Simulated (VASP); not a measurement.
SiC, 40 atoms in the cell. The cell holds a slab with vacuum, 40 atoms: a = 6.150 Å, b = 8.697 Å, c = 26.521 Å, α = 90.00°, β = 90.00°, γ = 90.00°. 

```yaml
Program: VASP 6.6.1
Task: single point
Functional: PBE
Dispersion: D3(BJ)
Potentials_or_basis: VASP PAW PBE potentials, release 64 (Si, C)
Cutoff: 520 eV
k_mesh: 3 × 2 × 1
Occupations: gaussian, width 0.05 eV
Spin: no spin polarisation
Dipole_correction: yes
Further_INCAR_settings: LREAL = Auto; ALGO = Normal; EDIFF = 1e-06; NBANDS = 106
```

Potentials or basis: VASP PAW PBE potentials, release 64 (Si, C).

Launch:

```bash
$ cat potpaw_PBE.64/Si/POTCAR potpaw_PBE.64/C/POTCAR > POTCAR
$ mpirun -np 1 vasp_std > vasp.out
```

Hardware: 1 thread of Intel(R) Xeon(R) 6975P-C (Granite Rapids) (shared host).

Q: Estimate the wall time of this run.

A: It took 19 min on 1 thread of Intel(R) Xeon(R) 6975P-C (Granite Rapids), on a shared host, peak memory 1.4 GiB. Counts: scf iterations 31, k points 4.
